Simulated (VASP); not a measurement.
Here is a VASP 6.6.1 calculation.

File INCAR:

```
SYSTEM = Ca
GGA = PE ; ISMEAR = 1
SIGMA = 0.1 ; LWAVE = .FALSE.
LCHARG = .FALSE. ; NBANDS = 16
PREC = Accurate ; LASPH = .TRUE.
LREAL = .FALSE. ; ALGO = Normal
EDIFF = 1E-6 ; NELM = 120
GGA_COMPAT = .FALSE. ; ENCUT = 300
```

The input KPOINTS:

```
Automatic mesh
0
Gamma
  10 10 10
  0 0 0
```

The input KPOINTS_OPT:

```
path GHNGPH,PN
12
line-mode
reciprocal
 0.0000000000  0.0000000000  0.0000000000  G
 0.5000000000 -0.5000000000  0.5000000000  H

 0.5000000000 -0.5000000000  0.5000000000  H
 0.0000000000  0.0000000000  0.5000000000  N

 0.0000000000  0.0000000000  0.5000000000  N
 0.0000000000  0.0000000000  0.0000000000  G

 0.0000000000  0.0000000000  0.0000000000  G
 0.2500000000  0.2500000000  0.2500000000  P

 0.2500000000  0.2500000000  0.2500000000  P
 0.5000000000 -0.5000000000  0.5000000000  H

 0.2500000000  0.2500000000  0.2500000000  P
 0.0000000000  0.0000000000  0.5000000000  N
```

POSCAR

```
Ca
1.0
   -2.2400000000      2.2400000000      2.2400000000
    2.2400000000     -2.2400000000      2.2400000000
    2.2400000000      2.2400000000     -2.2400000000
Ca
1
Direct
    0.0000000000      0.0000000000      0.0000000000
```

Potentials or basis: VASP PAW PBE potentials, release 64 (Ca_sv).

Run with:

```sh
$ cat potpaw_PBE.64/Ca_sv/POTCAR > POTCAR
$ mpirun -np 1 vasp_std > vasp.out
```

(1) What does it give for the band gap along the path?

Results:

(1) zero within the smearing.
